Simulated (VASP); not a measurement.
Input of a VASP 6.6.1 run:

File INCAR:

```
PREC = Accurate ; ENCUT = 520
EDIFF = 1E-6 ; ISMEAR = 0
SIGMA = 0.05 ; LREAL = False
LASPH = True ; NELM = 80
ALGO = Normal ; ISIF = 2
LWAVE = False ; LCHARG = False
GGA = PS ; NBANDS = 19
```

The input KPOINTS:

```
Automatic mesh
0
Gamma
  8 8 8
```

Contents of POSCAR:

```
BaSi3
1.0
    4.3846743644      0.0000000000      0.0000000000
    0.0000000000      4.3846743644      0.0000000000
    0.0000000000      0.0000000000      4.3846743644
Ba Si
1 3
Direct
    0.0000000000      0.0000000000      0.0000000000
    0.0000000000      0.5000000000      0.5000000000
    0.5000000000      0.5000000000      0.0000000000
    0.5000000000      0.0000000000      0.5000000000
```

Potentials or basis: VASP PAW PBE potentials, release 64 (Ba_sv, Si).

Run with:

```console
$ cat potpaw_PBE.64/Ba_sv/POTCAR potpaw_PBE.64/Si/POTCAR > POTCAR
$ mpirun -np 1 vasp_std > vasp.out
```

What does it give for the pressure?

2.4 GPa.

Predict the band gap on the k mesh.

zero (bands 11 and 12 overlap by 2.06 eV).

Caveat: the PAW data sets were made with another functional, which shifts forces and pressure a little; spin-orbit coupling is left out, which moves the levels of the heavy elements.
